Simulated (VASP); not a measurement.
Wanted: the native input for a VASP 6.6.1 run.

* Task: relaxation of cell and atoms
* Functional: LDA
* Potentials or basis: VASP PAW LDA potentials, release 64 (La, Te)
* Cutoff: 600 eV
* k mesh: 11 × 11 × 11
* Occupations: fermi-dirac, width 0.05 eV
* Spin: no spin polarisation
* Dipole correction: no
* Further INCAR settings: ALGO = Normal; EDIFF = 1e-07; IBRION = 2; EDIFFG = -0.01; NSW = 80; ISIF = 3

The structure of LaTe lies in POSCAR:

```
LaTe
1.0
    3.9360920000      0.0000000000      0.0000000000
    0.0000000000      3.9360920000      0.0000000000
    0.0000000000      0.0000000000      3.9360920000
La Te
1 1
Direct
    0.0000000000      0.0000000000      0.0000000000
    0.5000000000      0.5000000000      0.5000000000
```

The input as run:

INCAR

```
ALGO     = Normal         # electronic algorithm
EDIFF    = 1E-7           # SCF threshold, eV
EDIFFG   = -0.01          # ionic threshold
ENCUT    = 600            # plane-wave cutoff, eV
GGA      = CA             # functional
IBRION   = 2              # ionic algorithm
ISIF     = 3              # what is computed and relaxed
ISMEAR   = -1             # smearing method
LASPH    = True           # aspherical terms in the spheres
LCHARG   = False          # write CHGCAR
LREAL    = False          # projectors in reciprocal space
LWAVE    = False          # write WAVECAR
NELM     = 100            # most SCF steps
NSW      = 80             # ionic steps
PREC     = Accurate       # precision mode
SIGMA    = 0.05           # smearing width, eV
```

KPOINTS

```
k-points
0
Gamma
  11 11 11
```

Potentials or basis: VASP PAW LDA potentials, release 64 (La, Te).

Command:

```console
$ cat potpaw_LDA.64/La/POTCAR potpaw_LDA.64/Te/POTCAR > POTCAR
$ mpirun -np 1 vasp_std > vasp.out
```

Results of the run:

```
Relaxed volume                         : 28.36 Å³/atom
Relaxed cell                           : a = 3.842 Å, b = 3.842 Å, c = 3.842 Å, α = 90.00°, β = 90.00°, γ = 90.00°
Space group after relaxing (to 0.05 Å) : Pm-3m (No. 221)
Energy gained by relaxing              : 30.8 meV/atom
Ionic steps                            : 3
Pressure after relaxing                : 0.0 GPa
```

Run time: 36 s on 1 thread of Intel(R) Xeon(R) 6975P-C (Granite Rapids), on a shared host, peak memory 0.21 GiB.
